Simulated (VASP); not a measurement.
# C: single point with r2SCAN

C:

```xyz
2
Lattice="0.0000 1.7546 1.8424 1.7546 0.0000 1.8424 1.7546 1.7546 0.0000" Properties=species:S:1:pos:R:3 pbc="T T T"
C     1.7546    1.7546    1.8424
C     2.6319    2.6319    2.7635
```

This cell differs from its parent crystal: ratio of the length along z to the lengths across it x 1.05, volume and fractional coordinates fixed.

```
Program                : VASP 6.6.1
Task                   : single point
Functional             : r2SCAN
Potentials or basis    : VASP PAW PBE potentials, release 64 (C)
Cutoff                 : 520 eV
k mesh                 : 12 × 12 × 12
Occupations            : gaussian, width 0.05 eV
Spin                   : no spin polarisation
Dipole correction      : no
Further INCAR settings : ALGO = Normal; EDIFF = 1e-06; NBANDS = 11
```

- Pressure: -1.3 GPa
- Band gap on the k mesh: 3.70 eV, indirect (least direct gap 5.37 eV)

Stress tensor (GPa, compression positive):
```
 15.55   0.00   0.00
  0.00  15.55   0.00
  0.00   0.00 -34.86
```

Levels at points of the mesh, in eV from the valence-band top:
```csv
k point,band 1,band 2,band 3,band 4,band 5,band 6,band 7,band 8,band 9
"(0.00, 0.00, 0.00)",-22.97,-0.81,0.00,0.00,5.37,5.37,6.02,13.49,20.15
"(0.50, 0.00, 0.00)",-17.01,-14.31,-3.72,-2.77,7.64,8.81,9.61,16.45,22.86
"(0.50, 0.50, 0.00)",-14.36,-14.36,-6.41,-6.41,5.54,5.54,17.39,17.39,23.83
"(0.50, 0.00, 0.50)",-13.59,-13.59,-7.16,-7.16,4.35,4.35,17.56,17.56,24.46
```

Run time: 87 s on 1 thread of Intel(R) Xeon(R) Platinum 8375C CPU @ 2.90GHz (Ice Lake) (shared host), peak memory 0.13 GiB.

Caveat: the PAW data sets were made with another functional, which shifts forces and pressure a little. A k mesh can miss the band edges.
